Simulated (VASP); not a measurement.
# Si (Pm-3m) in VASP: a series of runs

Runs on Si. Level: RPBE. Tasks: single point, relaxation of cell and atoms.

Everything below comes from runs of VASP 6.6.1. Logs are shortened: lines on timing, memory, paths and dates and some standing lists are left out, and cuts for length are marked.

### 1 The cell of the first run

Symmetry: Pm-3m, No. 221, cubic system. The conventional cell has a = 2.640 Å, b = 2.640 Å, c = 2.640 Å, α = 90.00°, β = 90.00°, γ = 90.00°. Si (site symmetry m-3m) has 6 Si at 2.64 Å within 3.5 Å.

This isn't the form of Si at room conditions, which is diamond.

### 2 Single point, RPBE (18.39 Å³/atom)

The input, INCAR:

```
SYSTEM = Si
ALGO = Normal
EDIFF = 1E-6
ENCUT = 520
GGA = RP
ISIF = 2
ISMEAR = -1
LASPH = .TRUE.
LCHARG = .FALSE.
LREAL = .FALSE.
LWAVE = .FALSE.
NBANDS = 8
NELM = 100
PREC = Accurate
SIGMA = 0.1
```

The input, KPOINTS:

```
k-points
0
G
  14 14 14
  0 0 0
```

The input, POSCAR:

```
Si
1.0
    2.6396052632      0.0000000000      0.0000000000
    0.0000000000      2.6396052632      0.0000000000
    0.0000000000      0.0000000000      2.6396052632
Si
1
Direct
    0.0000000000      0.0000000000      0.0000000000
```

Potentials or basis: VASP PAW PBE potentials, release 64 (Si).

Run with:

```console
cat potpaw_PBE.64/Si/POTCAR > POTCAR
mpirun -np 1 vasp_std > vasp.out
```

OUTCAR:

```text
SYSTEM = Si
   EDIFF = 1E-6
   ENCUT = 520
   GGA = RP
   ISIF = 2
   ISMEAR = -1
   LASPH = .TRUE.
   LREAL = .FALSE.
   NELM = 100
   PREC = Accurate

 ion  position               nearest neighbor table
   1  0.000  0.000  0.000-

  LATTYP: Found a simple cubic cell.
 ALAT       =     2.6396052632

  Lattice vectors:

 A1 = (   2.6396052632,   0.0000000000,   0.0000000000)
 A2 = (   0.0000000000,   2.6396052632,   0.0000000000)
 A3 = (   0.0000000000,   0.0000000000,   2.6396052632)

Analysis of symmetry for initial positions (statically):
=====================================================================
 Subroutine PRICEL returns:
 Original cell was already a primitive cell.

 Routine SETGRP: Setting up the symmetry group for a
 simple cubic supercell.

 Subroutine GETGRP returns: Found 48 space group operations
 (whereof 48 operations were pure point group operations)
 out of a pool of 48 trial point group operations.

The static configuration has the point symmetry O_h .

Analysis of symmetry for dynamics (positions and initial velocities):
=====================================================================
 Subroutine PRICEL returns:
 Original cell was already a primitive cell.

 Routine SETGRP: Setting up the symmetry group for a
 simple cubic supercell.

 Subroutine GETGRP returns: Found 48 space group operations
 (whereof 48 operations were pure point group operations)
 out of a pool of 48 trial point group operations.

The dynamic configuration has the point symmetry O_h .

 Subroutine INISYM returns: Found 48 space group operations
 (whereof 48 operations are pure point group operations),
 and found     1 'primitive' translations

----------------------------------------------------------------------------------------

                                     Primitive cell

  volume of cell :      18.3915

  direct lattice vectors                    reciprocal lattice vectors
     2.639605263  0.000000000  0.000000000     0.378844524  0.000000000  0.000000000
     0.000000000  2.639605263  0.000000000     0.000000000  0.378844524  0.000000000
     0.000000000  0.000000000  2.639605263     0.000000000  0.000000000  0.378844524

  length of vectors
     2.639605263  2.639605263  2.639605263     0.378844524  0.378844524  0.378844524

  position of ions in fractional coordinates (direct lattice)
     0.000000000  0.000000000  0.000000000

  ion indices of the primitive-cell ions
   primitive index   ion index
                 1           1

----------------------------------------------------------------------------------------

 KPOINTS: k-points

Automatic generation of k-mesh.
 Grid dimensions read from file:
 generate k-points for:   14   14   14

 Generating k-lattice:

  Cartesian coordinates                     Fractional coordinates (reciprocal lattice)
     0.027060323  0.000000000  0.000000000     0.071428571  0.000000000  0.000000000
     0.000000000  0.027060323  0.000000000     0.000000000  0.071428571  0.000000000
     0.000000000  0.000000000  0.027060323     0.000000000  0.000000000  0.071428571

  Length of vectors
     0.027060323  0.027060323  0.027060323

  Shift w.r.t. Gamma in fractional coordinates (k-lattice)
     0.000000000  0.000000000  0.000000000

 Subroutine IBZKPT returns following result:
 ===========================================

 Found    120 irreducible k-points:

 Following reciprocal coordinates:
            Coordinates               Weight
  0.000000  0.000000  0.000000      1.000000
  0.071429  0.000000  0.000000      6.000000
  0.142857  0.000000  0.000000      6.000000
  0.214286  0.000000  0.000000      6.000000
  0.285714  0.000000  0.000000      6.000000
  0.357143  0.000000  0.000000      6.000000
[... 16 lines left out ...]
  0.285714  0.214286  0.000000     24.000000
  0.357143  0.214286  0.000000     24.000000
 [... further k-points ...]
   k-points           NKPTS =    120   k-points in BZ     NKDIM =    120   number of bands    NBANDS=      8
   number of dos      NEDOS =    301   number of ions     NIONS =      1
   total plane-waves  NPLWV =   8000
   dimension x,y,z NGX =    20 NGY =   20 NGZ =   20
   dimension x,y,z NGXF=    40 NGYF=   40 NGZF=   40
   ions per type =               1
   NGX,Y,Z   is equivalent  to a cutoff of  12.60, 12.60, 12.60 a.u.
   NGXF,Y,Z  is equivalent  to a cutoff of  25.19, 25.19, 25.19 a.u.
 SYSTEM =  Si
   PREC   = accura    normal or accurate (medium, high low for compatibility)
   ISTART =      0    job   : 0-new  1-cont  2-samecut
   ICHARG =      2    charge: 1-file 2-atom 10-const
   ISPIN  =      1    spin polarized calculation?
   LNONCOLLINEAR =      F non collinear calculations
   LSORBIT =      F    spin-orbit coupling
   LASPH  =      T    aspherical Exc in radial PAW
   ENCUT  =  520.0 eV  38.22 Ry    6.18 a.u.   4.91  4.91  4.91*2*pi/ulx,y,z
   NELM   =    100;   NELMIN=  2; NELMDL= -5     # of ELM steps
   EDIFF  = 0.1E-05   stopping-criterion for ELM
   LREAL  =      F    real-space projection
   EDIFFG = 0.1E-04   stopping-criterion for IOM
   NSW    =      0    number of steps for IOM
   IBRION =     -1    ionic relax: 0-MD 1-quasi-New 2-CG
   NFREE  =      0    steps in history (QN), initial steepest desc. (CG)
   ISIF   =      2    stress and relaxation
   ISYM   =      2    0-nonsym 1-usesym 2-fastsym
   POTIM  = 0.5000    time-step for ionic-motion
   TEBEG  =    0.0;   TEEND  =   0.0 temperature during run
   PSTRESS=    0.0 pullay stress
   NELECT =       4.0000    total number of electrons
   NUPDOWN=      -1.0000    fix difference up-down
   EMIN   =  10.00;   EMAX   =-10.00  energy-range for DOS
   EFERMI =   0.00;   METHOD = LEGACY
   ISMEAR =    -1;   SIGMA  =   0.10  broadening in eV -4-tet -1-fermi 0-gaus
   EFERMI_NEDOS =   21; number of points for ismear=-14 and -15
   IALGO  =     38    algorithm
   IMIX   =      4    mixing-type and parameters
     AMIX     =   0.40;   BMIX     =  1.00
     AMIX_MAG =   1.60;   BMIX_MAG =  1.00
  volume/ion in A,a.u.               =      18.39       124.11
  Fermi-wavevector in a.u.,A,eV,Ry     =   0.984515  1.860464 13.187726  0.969271
  Thomas-Fermi vector in A             =   2.115754
   LORBIT       =      0    0 simple, 1 ext, 2 COOP (PROOUT), +10 PAW based schemes
   GGA     = RP    functional components
   LHFCALC =     F    Hartree Fock is set to
   AEXX    =    0.0000 exact exchange contribution
   IVDW    =     0    specifies the selected vdW correction
   LEPSILON=     F    determine dielectric tensor
   LRPA    =     F    only Hartree local field effects (RPA)
 non-spin polarized calculation
  energy-cutoff  :      520.00
  volume of cell :       18.39
 maximum number of plane-waves:       510
 NGX is ok and might be reduce to    20
   NGX =  9   NGY =  9   NGZ =  9

 number of electron       4.0000000 magnetization

 Free energy of the ion-electron system (eV)
  ---------------------------------------------------
  ext. energy  EPLUGINS =         0.00000000
  ---------------------------------------------------
  free energy    TOTEN  =        -4.73365584 eV

  energy without entropy =       -4.71976461  energy(sigma->0) =       -4.72671023

 E-fermi :   6.8724     XC(G=0): -10.0892

 val. band max:        6.7342775568   @ k =   0.2857   0.2143   0.2143
 cond. band min:       6.9036369155   @ k =   0.2857   0.2857   0.2143
 fundamental gap:      0.1693593587
 Fermi energy:         6.8723663852

 k-point     1 :       0.0000    0.0000    0.0000
  band No.  band energies     occupation
      1      -5.3007      2.00000
      2      13.7790      0.00000
      3      13.7790      0.00000
      4      13.7790      0.00000
      5      14.1925      0.00000
      6      14.1925      0.00000
      7      21.1269      0.00000
      8      29.8413      0.00000

 k-point     2 :       0.0714    0.0000    0.0000
  band No.  band energies     occupation
      1      -5.1977      2.00000
      2      11.6915      0.00000
      3      13.8636      0.00000
      4      13.8636      0.00000
      5      14.2755      0.00000
      6      16.1141      0.00000
      7      21.5211      0.00000
      8      29.0774      0.00000

 k-point     3 :       0.1429    0.0000    0.0000
  band No.  band energies     occupation
      1      -4.8898      2.00000
      2       9.4259      0.00000
      3      14.1154      0.00000
      4      14.1154      0.00000
      5      14.5195      0.00000
      6      17.8026      0.00000
      7      22.7530      0.00000
      8      27.4413      0.00000

 k-point     4 :       0.2143    0.0000    0.0000
  band No.  band energies     occupation
      1      -4.3812      2.00000
      2       7.2603      0.04051
      3      14.5269      0.00000
      4      14.5269      0.00000
      5      14.9072      0.00000
      6      19.0423      0.00000
      7      24.6197      0.00000
      8      25.6235      0.00000

 k-point     5 :       0.2857    0.0000    0.0000
  band No.  band energies     occupation
      1      -3.6810      2.00000
      2       5.2465      2.00000
      3      15.0797      0.00000
      4      15.0797      0.00000
      5      15.4019      0.00000
      6      20.0957      0.00000
      7      23.8879      0.00000
      8      23.8879      0.00000
[... 177 lines left out ...]
 k-point    22 :       0.2143    0.2143    0.0000
  band No.  band energies     occupation
      1      -3.4639      2.00000
      2       7.5023      0.00367
      3       8.8115      0.00000
      4      15.2661      0.00000
      5      17.5697      0.00000
      6      20.4715      0.00000
      7      23.6305      0.00000
      8      26.1571      0.00000

 k-point    23 :       0.2857    0.2143    0.0000
  band No.  band energies     occupation
      1      -2.7651      2.00000
      2       5.9887      1.99971
      3       8.9336      0.00000
      4      15.8119      0.00000
      5      17.3426      0.00000
      6      19.5297      0.00000
      7      24.5340      0.00000
      8      24.9945      0.00000

 k-point    24 :       0.3571    0.2143    0.0000
  band No.  band energies     occupation
      1      -1.8979      2.00000
      2       4.2463      2.00000
      3       9.5882      0.00000
      4      16.1557      0.00000
      5      16.4512      0.00000
      6      19.8184      0.00000
      7      23.0422      0.00000
      8      25.3733      0.00000

 [... further k-points ...]

------------------------ aborting loop because EDIFF is reached ----------------------------------------

  FORCE on cell =-STRESS in cart. coord.  units (eV):
  Direction    XX          YY          ZZ          XY          YZ          ZX
  --------------------------------------------------------------------------------------
  -------------------------------------------------------------------------------------
  Total       -0.9865807     -0.9865807     -0.9865807     -0.0000000      0.0000000      0.0000000
  in kB      -85.9461143    -85.9461143    -85.9461143     -0.0000000      0.0000000      0.0000000
  external PRESSURE =     -85.9461143 kB  Pullay stress =       0.0000000 kB

 VOLUME and BASIS-vectors are now :
 -----------------------------------------------------------------------------
  energy-cutoff  :      520.00
  volume of cell :       18.39
      direct lattice vectors                 reciprocal lattice vectors
     2.639605263  0.000000000  0.000000000     0.378844524  0.000000000  0.000000000
     0.000000000  2.639605263  0.000000000     0.000000000  0.378844524  0.000000000
     0.000000000  0.000000000  2.639605263     0.000000000  0.000000000  0.378844524

 POSITION                                       TOTAL-FORCE (eV/Angst)
 -----------------------------------------------------------------------------------
      0.00000      0.00000      0.00000         0.000000      0.000000      0.000000
 -----------------------------------------------------------------------------------
    total drift:                                0.000000     -0.000000     -0.000000

  FREE ENERGIE OF THE ION-ELECTRON SYSTEM (eV)
  ---------------------------------------------------
  free  energy   TOTEN  =        -4.7336558441 eV

  energy  without entropy=       -4.7197646148  energy(sigma->0) =       -4.72671023
```

It took 7.5 s on 1 thread of AMD EPYC 7R13 (Zen 3), shared host; peak memory 0.09 GiB.

Results:

```yaml
Free_energy: -4.7337 eV
Pressure: -8.6 GPa
Band_gap_on_the_k_mesh: zero (bands 2 and 3 overlap by 9.44 eV)
```

Caveat: the cell stands under tension; the PAW data sets were made with another functional, which shifts forces and pressure a little.

### 3 Relaxation of cell and atoms, RPBE

This run uses another cell than the first one, of 16.22 Å³/atom.

The input, INCAR:

```
PREC = Accurate ; ENCUT = 600
EDIFF = 1E-6 ; ISMEAR = -1
SIGMA = 0.1 ; LREAL = False
LASPH = True ; NELM = 60
ALGO = Normal ; ISIF = 3
LWAVE = False ; LCHARG = False
GGA = RP ; IBRION = 2
NSW = 80 ; EDIFFG = -0.01
```

The input, KPOINTS:

```
Automatic mesh
0
Gamma
  12 12 12
```

The input, POSCAR:

```
Si
1.0
    2.5311671355      0.0000000000      0.0000000000
    0.0000000000      2.5311671355      0.0000000000
    0.0000000000      0.0000000000      2.5311671355
Si
1
Direct
    0.0000000000      0.0000000000      0.0000000000
```

Potentials or basis: VASP PAW PBE potentials, release 64 (Si).

Run with:

```console
cat potpaw_PBE.64/Si/POTCAR > POTCAR
mpirun -np 1 vasp_std > vasp.out
```

It took 7.6 s on 1 thread of AMD EPYC 7R13 (Zen 3), shared host; peak memory 0.09 GiB.

The run converged. Its results:

* Free energy: -4.7795 eV
* Relaxed volume: 16.37 Å³/atom
* Relaxed cell: a = 2.539 Å, b = 2.539 Å, c = 2.539 Å, α = 90.00°, β = 90.00°, γ = 90.00°
* Space group after relaxing (to 0.1 Å): Pm-3m (No. 221)
* Energy gained by relaxing: 0.5 meV/atom
* Ionic steps: 3
* Pressure after relaxing: 0.0 GPa
* Band gap on the k mesh: zero (bands 2 and 3 overlap by 10.22 eV)

Step by step:
| step | energy change (eV) | largest force (eV/Å) | pressure (GPa) | volume (Å³) |
| --- | --- | --- | --- | --- |
| 1 | 0.0000 | 0.0000 | 0.95 | 16.22 |
| 2 | -0.0004 | 0.0000 | -0.42 | 16.44 |
| 3 | -0.0005 | 0.0000 | 0.00 | 16.37 |

Final structure:
```
Si
1.0
     2.53918    0.00000    0.00000
     0.00000    2.53918    0.00000
     0.00000    0.00000    2.53918
Si
1
Cartesian
  0.0000 0.0000 0.0000
```

Levels at points of the mesh, in eV from the Fermi level:
```tsv
k point	band 1	band 2	band 3	band 4	band 5
(0.00, 0.00, 0.00)	-13.08	7.39	7.39	7.67	7.67
(0.50, 0.00, 0.00)	-8.53	-6.44	9.98	11.03	11.03
(0.50, 0.50, 0.00)	-3.45	-2.83	-2.83	1.53	14.29
(0.50, 0.50, 0.50)	0.56	0.56	0.56	3.54	5.12
```

Caveat: the PAW data sets were made with another functional, which shifts forces and pressure a little.
